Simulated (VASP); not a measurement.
# H4C in VASP: a series of runs

H4C is run at these levels: PBEsol; tasks: single point, relaxation of the atoms.

All numbers are computed with VASP 6.6.1; they aren't measurements. Logs are shortened: lines on timing, memory, paths and dates and some standing lists are left out, and cuts for length are marked.

## 1. The cell of the first run

The cell holds an amorphous packing of atoms, 40 atoms: a = 7.388 Å, b = 7.388 Å, c = 7.388 Å, α = 90.00°, β = 90.00°, γ = 90.00°.

## 2. Single point, PBEsol

INCAR reads:

```
PREC     = Accurate       # precision mode
ENCUT    = 520            # plane-wave cutoff, eV
EDIFF    = 1E-7           # SCF threshold, eV
ISMEAR   = -1             # smearing method
SIGMA    = 0.05           # smearing width, eV
LREAL    = Auto         
LASPH    = T              # aspherical terms in the spheres
NELM     = 80             # most SCF steps
ALGO     = Normal         # electronic algorithm
ISIF     = 2              # what is computed and relaxed
LWAVE    = F              # write WAVECAR
LCHARG   = F              # write CHGCAR
GGA      = PS             # functional
NBANDS   = 58             # bands
```

KPOINTS reads:

```
Automatic mesh
0
Gamma
  1 1 1
```

POSCAR reads:

```
H4C
1.0
    7.3876590000      0.0000000000      0.0000000000
    0.0000000000      7.3876590000      0.0000000000
    0.0000000000      0.0000000000      7.3876590000
C H
8 32
Direct
    0.3765198150      0.7091556337      0.6874978934
   -0.0541443507      0.7784739388      0.4945003553
    0.8342561561      0.4523760504      0.9480675814
    0.2285839127      0.2425260830      0.6729601353
    0.6570552322      0.8712096755      0.0962009752
    0.7719766167      0.2938278553      0.4744804816
    0.1792042648      1.0673340499      0.1957859723
    0.3336374892      0.5284488632      0.2487120751
    0.2300187380      0.6715523822      0.6854268720
    0.4488566676      0.5751483657      0.6765878068
    0.4092230028      0.7915227273      0.8086323421
    0.3979339057      0.7872182514      0.5706002402
   -0.1073141032      0.7669682642      0.6330828210
   -0.0948609025      0.6608859451      0.4097779824
    0.0975004396      0.7952586875      0.5070889168
   -0.1137302087      0.9010026045      0.4425488507
    0.9516411085      0.5412404660      0.9819484088
    0.7813165172      0.3976361118      1.0805588076
    0.8962920460      0.3579076944      0.8534097202
    0.7279707956      0.5414705795      0.8838523814
    0.2808332112      0.2916620813      0.5485093451
    0.3311468491      0.1719353858      0.7556385588
    0.1415874772      0.1221767274      0.6521822407
    0.1543926161      0.3427743484      0.7479365250
    0.7709343379      0.7945412748      0.1523080586
    0.5332541743      0.7973973893      0.0525064841
    0.7085465098      0.9312828326     -0.0291431968
    0.6234315904      0.9818401201      0.1864054635
    0.9232830048      0.3063352004      0.4649510758
    0.7397201197      0.1753194077      0.5467496537
    0.7001135272      0.2848805014      0.3369132224
    0.7199709678      0.3982046275      0.5623296906
    0.3080001392      1.0657367916      0.2680280722
    0.0734197396      1.1128829850      0.2877230798
    0.1689980547      0.9294960691      0.1530390073
    0.1978569937      1.1563744347      0.0747598123
    0.4148946236      0.4272801438      0.1682129616
    0.2930021540      0.4825885981      0.3922081406
    0.2195282701      0.5704513432      0.1706629935
    0.4198894399      0.6476882596      0.2622752350
```

Potentials or basis: VASP PAW PBE potentials, release 64 (C, H).

The run is started by

```bash
cat potpaw_PBE.64/C/POTCAR potpaw_PBE.64/H/POTCAR > POTCAR
mpirun -np 1 vasp_gam > vasp.out
```

OUTCAR:

```text
PREC = Accurate
   ENCUT = 520
   EDIFF = 1E-7
   ISMEAR = -1
   LREAL = Auto
   LASPH = T
   NELM = 80
   ISIF = 2
   GGA = PS

 ion  position               nearest neighbor table
   1  0.377  0.709  0.687-  12 1.05  11 1.11   9 1.12  10 1.13
   2  0.946  0.778  0.495-  16 1.08  13 1.10  14 1.11  15 1.13
   3  0.834  0.452  0.948-  19 1.09  17 1.12  18 1.13  20 1.13
   4  0.229  0.243  0.673-  21 1.06  24 1.08  22 1.10  23 1.11
   5  0.657  0.871  0.096-  28 1.08  27 1.10  25 1.10  26 1.11
   6  0.772  0.294  0.474-  30 1.05  32 1.08  29 1.12  31 1.15
   7  0.179  0.067  0.196-  35 1.07  34 1.09  33 1.09  36 1.12
   8  0.334  0.528  0.249-  39 1.07  40 1.09  37 1.13  38 1.15
   9  0.230  0.672  0.685-   1 1.12
  10  0.449  0.575  0.677-   1 1.13
  11  0.409  0.792  0.809-   1 1.11
  12  0.398  0.787  0.571-   1 1.05
  13  0.893  0.767  0.633-   2 1.10
  14  0.905  0.661  0.410-   2 1.11
[... 24 lines left out ...]
  39  0.220  0.570  0.171-   8 1.07
  40  0.420  0.648  0.262-   8 1.09

  LATTYP: Found a simple cubic cell.
 ALAT       =     7.3876590000

  Lattice vectors:

 A1 = (   7.3876590000,   0.0000000000,   0.0000000000)
 A2 = (   0.0000000000,   7.3876590000,   0.0000000000)
 A3 = (   0.0000000000,   0.0000000000,   7.3876590000)

Analysis of symmetry for initial positions (statically):
=====================================================================
 Subroutine PRICEL returns:
 Original cell was already a primitive cell.

 Routine SETGRP: Setting up the symmetry group for a
 simple cubic supercell.

 Subroutine GETGRP returns: Found  1 space group operations
 (whereof  1 operations were pure point group operations)
 out of a pool of 48 trial point group operations.

The static configuration has the point symmetry C_1 .

Analysis of symmetry for dynamics (positions and initial velocities):
=====================================================================
 Subroutine PRICEL returns:
 Original cell was already a primitive cell.

 Routine SETGRP: Setting up the symmetry group for a
 simple cubic supercell.

 Subroutine GETGRP returns: Found  1 space group operations
 (whereof  1 operations were pure point group operations)
 out of a pool of 48 trial point group operations.

The dynamic configuration has the point symmetry C_1 .

 Subroutine INISYM returns: Found  1 space group operations
 (whereof  1 operations are pure point group operations),
 and found     1 'primitive' translations

----------------------------------------------------------------------------------------

                                     Primitive cell

  volume of cell :     403.2000

  direct lattice vectors                    reciprocal lattice vectors
     7.387659000  0.000000000  0.000000000     0.135360877  0.000000000  0.000000000
     0.000000000  7.387659000  0.000000000     0.000000000  0.135360877  0.000000000
     0.000000000  0.000000000  7.387659000     0.000000000  0.000000000  0.135360877

  length of vectors
     7.387659000  7.387659000  7.387659000     0.135360877  0.135360877  0.135360877

  position of ions in fractional coordinates (direct lattice)
     0.376519815  0.709155634  0.687497893
     0.945855649  0.778473939  0.494500355
     0.834256156  0.452376050  0.948067581
     0.228583913  0.242526083  0.672960135
     0.657055232  0.871209675  0.096200975
     0.771976617  0.293827855  0.474480482
[... 32 lines left out ...]
     0.219528270  0.570451343  0.170662994
     0.419889440  0.647688260  0.262275235

  ion indices of the primitive-cell ions
   primitive index   ion index
                 1           1
                 2           2
                 3           3
                 4           4
                 5           5
                 6           6
[... 32 lines left out ...]
                39          39
                40          40

----------------------------------------------------------------------------------------

 KPOINTS: Automatic mesh

Automatic generation of k-mesh.
 Grid dimensions read from file:
 generate k-points for:    1    1    1

 Generating k-lattice:

  Cartesian coordinates                     Fractional coordinates (reciprocal lattice)
     0.135360877  0.000000000  0.000000000     1.000000000  0.000000000  0.000000000
     0.000000000  0.135360877  0.000000000     0.000000000  1.000000000  0.000000000
     0.000000000  0.000000000  0.135360877     0.000000000  0.000000000  1.000000000

  Length of vectors
     0.135360877  0.135360877  0.135360877

  Shift w.r.t. Gamma in fractional coordinates (k-lattice)
     0.000000000  0.000000000  0.000000000

 Subroutine IBZKPT returns following result:
 ===========================================

 Found      1 irreducible k-points:

 Following reciprocal coordinates:
            Coordinates               Weight
  0.000000  0.000000  0.000000      1.000000
   k-points           NKPTS =      1   k-points in BZ     NKDIM =      1   number of bands    NBANDS=     58
   number of dos      NEDOS =    301   number of ions     NIONS =     40
   total plane-waves  NPLWV = 175616
   dimension x,y,z NGX =    56 NGY =   56 NGZ =   56
   dimension x,y,z NGXF=   112 NGYF=  112 NGZF=  112
   ions per type =               8  32
   NGX,Y,Z   is equivalent  to a cutoff of  12.60, 12.60, 12.60 a.u.
   NGXF,Y,Z  is equivalent  to a cutoff of  25.20, 25.20, 25.20 a.u.
 SYSTEM =  unknown system
   PREC   = accura    normal or accurate (medium, high low for compatibility)
   ISTART =      0    job   : 0-new  1-cont  2-samecut
   ICHARG =      2    charge: 1-file 2-atom 10-const
   ISPIN  =      1    spin polarized calculation?
   LNONCOLLINEAR =      F non collinear calculations
   LSORBIT =      F    spin-orbit coupling
   LASPH  =      T    aspherical Exc in radial PAW
   ENCUT  =  520.0 eV  38.22 Ry    6.18 a.u.  13.74 13.74 13.74*2*pi/ulx,y,z
   NELM   =     80;   NELMIN=  2; NELMDL= -5     # of ELM steps
   EDIFF  = 0.1E-06   stopping-criterion for ELM
   LREAL  =      T    real-space projection
   EDIFFG = 0.1E-05   stopping-criterion for IOM
   NSW    =      0    number of steps for IOM
   IBRION =     -1    ionic relax: 0-MD 1-quasi-New 2-CG
   NFREE  =      0    steps in history (QN), initial steepest desc. (CG)
   ISIF   =      2    stress and relaxation
   ISYM   =      2    0-nonsym 1-usesym 2-fastsym
   POTIM  = 0.5000    time-step for ionic-motion
   TEBEG  =    0.0;   TEEND  =   0.0 temperature during run
   PSTRESS=    0.0 pullay stress
   NELECT =      64.0000    total number of electrons
   NUPDOWN=      -1.0000    fix difference up-down
   EMIN   =  10.00;   EMAX   =-10.00  energy-range for DOS
   EFERMI =   0.00;   METHOD = LEGACY
   ISMEAR =    -1;   SIGMA  =   0.05  broadening in eV -4-tet -1-fermi 0-gaus
   EFERMI_NEDOS =   21; number of points for ismear=-14 and -15
   IALGO  =     38    algorithm
   IMIX   =      4    mixing-type and parameters
     AMIX     =   0.40;   BMIX     =  1.00
     AMIX_MAG =   1.60;   BMIX_MAG =  1.00
  volume/ion in A,a.u.               =      10.08        68.02
  Fermi-wavevector in a.u.,A,eV,Ry     =   0.886396  1.675046 10.690078  0.785699
  Thomas-Fermi vector in A             =   2.007557
   LORBIT       =      0    0 simple, 1 ext, 2 COOP (PROOUT), +10 PAW based schemes
   GGA     = PS    functional components
   LHFCALC =     F    Hartree Fock is set to
   AEXX    =    0.0000 exact exchange contribution
   IVDW    =     0    specifies the selected vdW correction
   LEPSILON=     F    determine dielectric tensor
   LRPA    =     F    only Hartree local field effects (RPA)
 non-spin polarized calculation
  energy-cutoff  :      520.00
  volume of cell :      403.20
 maximum number of plane-waves:      5414
 NGX is ok and might be reduce to    54
   NGX = 27   NGY = 27   NGZ = 27

 number of electron      63.9999998 magnetization

 Free energy of the ion-electron system (eV)
  ---------------------------------------------------
  ext. energy  EPLUGINS =         0.00000000
  ---------------------------------------------------
  free energy    TOTEN  =      -190.47299905 eV

  energy without entropy =     -190.47299905  energy(sigma->0) =     -190.47299905

 E-fermi :  -4.5354     XC(G=0):  -6.3578

 val. band max:       -5.8056916880   @ k =   0.0000   0.0000   0.0000
 cond. band min:       1.2688907800   @ k =   0.0000   0.0000   0.0000
 fundamental gap:      7.0745824680
 Fermi energy:        -4.5353672660

 k-point     1 :       0.0000    0.0000    0.0000
  band No.  band energies     occupation
      1     -14.8564      2.00000
      2     -14.4870      2.00000
      3     -14.4364      2.00000
      4     -14.3501      2.00000
      5     -14.2873      2.00000
      6     -14.1852      2.00000
[... 36 lines left out ...]
     43       4.4860      0.00000
     44       4.6884      0.00000
 [bands above 44 left out]

------------------------ aborting loop because EDIFF is reached ----------------------------------------

  FORCE on cell =-STRESS in cart. coord.  units (eV):
  Direction    XX          YY          ZZ          XY          YZ          ZX
  --------------------------------------------------------------------------------------
  -------------------------------------------------------------------------------------
  Total       -1.4312734      4.1137640      0.4673217      0.4879885     -1.5872621     -0.1175921
  in kB       -5.6873854     16.3466754      1.8569748      1.9390975     -6.3072306     -0.4672702
  external PRESSURE =       4.1720883 kB  Pullay stress =       0.0000000 kB

 VOLUME and BASIS-vectors are now :
 -----------------------------------------------------------------------------
  energy-cutoff  :      520.00
  volume of cell :      403.20
      direct lattice vectors                 reciprocal lattice vectors
     7.387659000  0.000000000  0.000000000     0.135360877  0.000000000  0.000000000
     0.000000000  7.387659000  0.000000000     0.000000000  0.135360877  0.000000000
     0.000000000  0.000000000  7.387659000     0.000000000  0.000000000  0.135360877

 POSITION                                       TOTAL-FORCE (eV/Angst)
 -----------------------------------------------------------------------------------
      2.78160      5.23900      5.07900        -0.742142     -1.673851      1.272383
      6.98766      5.75110      3.65320         0.827261     -0.307737      0.414484
      6.16320      3.34200      7.00400        -0.052680      1.317673      0.730616
      1.68870      1.79170      4.97160        -0.297722     -2.206038      1.086059
      4.85410      6.43620      0.71070        -0.018524      0.136049     -0.925859
      5.70310      2.17070      3.50530         0.379506      0.437126     -1.689225
[... 32 lines left out ...]
      1.62180      4.21430      1.26080        -1.073987      0.092484     -0.467547
      3.10200      4.78490      1.93760         0.189548      0.172165      0.200916
 -----------------------------------------------------------------------------------
    total drift:                               -0.000691     -0.014386      0.003387

  FREE ENERGIE OF THE ION-ELECTRON SYSTEM (eV)
  ---------------------------------------------------
  free  energy   TOTEN  =      -190.4729990521 eV

  energy  without entropy=     -190.4729990520  energy(sigma->0) =     -190.47299905
```

Run time: 33 s. Hardware: 1 thread of Intel Xeon 6975P-C (Granite Rapids), shared host; peak memory 0.37 GiB.

Results:

* Free energy: -190.4730 eV
* Pressure: 0.4 GPa
* Largest force: 2.477 eV/Å
* Band gap on the k mesh: 7.07 eV

Forces on the atoms (eV/Å):
```
C   -0.742 -1.674  1.272
C    0.827 -0.308  0.414
C   -0.053  1.318  0.731
C   -0.298 -2.206  1.086
C   -0.019  0.136 -0.926
C    0.380  0.437 -1.689
C    0.973  0.895 -0.523
C    1.073 -0.817  1.107
H    0.513  0.243  0.359
H   -0.030  0.969  0.292
H    0.002 -0.484 -0.238
H    0.521  0.932 -1.486
H   -0.054 -0.361  0.078
H    0.297  0.325  0.356
H   -1.101 -0.165 -0.446
H   -0.139  0.571 -0.499
H   -0.438  0.020  0.117
H    0.369 -0.012 -1.034
H   -0.499 -0.608 -0.060
H    0.618 -0.678  0.239
H    0.479  0.307 -0.972
H    0.426  0.772  0.081
H   -0.394  0.444 -0.460
H   -0.166  0.518  0.408
H   -0.394 -0.449  0.109
H    0.567 -0.138  0.600
H    0.147  0.276 -0.206
H   -0.231  0.328  0.389
H   -0.825 -0.014 -0.203
H   -0.212 -1.692  0.688
H    0.776  0.347  1.270
H   -0.277  0.876 -0.061
H    0.321  0.349  0.351
H   -0.283 -0.045 -0.104
H   -0.720 -0.954 -0.392
H   -0.327 -0.290  0.556
H   -0.591  0.301  0.719
H    0.387  0.265 -1.654
H   -1.074  0.092 -0.468
H    0.190  0.172  0.201
```

Caveat: the k points lie up to 0.85 Å⁻¹ apart; the PAW data sets were made with another functional, which shifts forces and pressure a little.

(Part 1 of 2 ends here.)
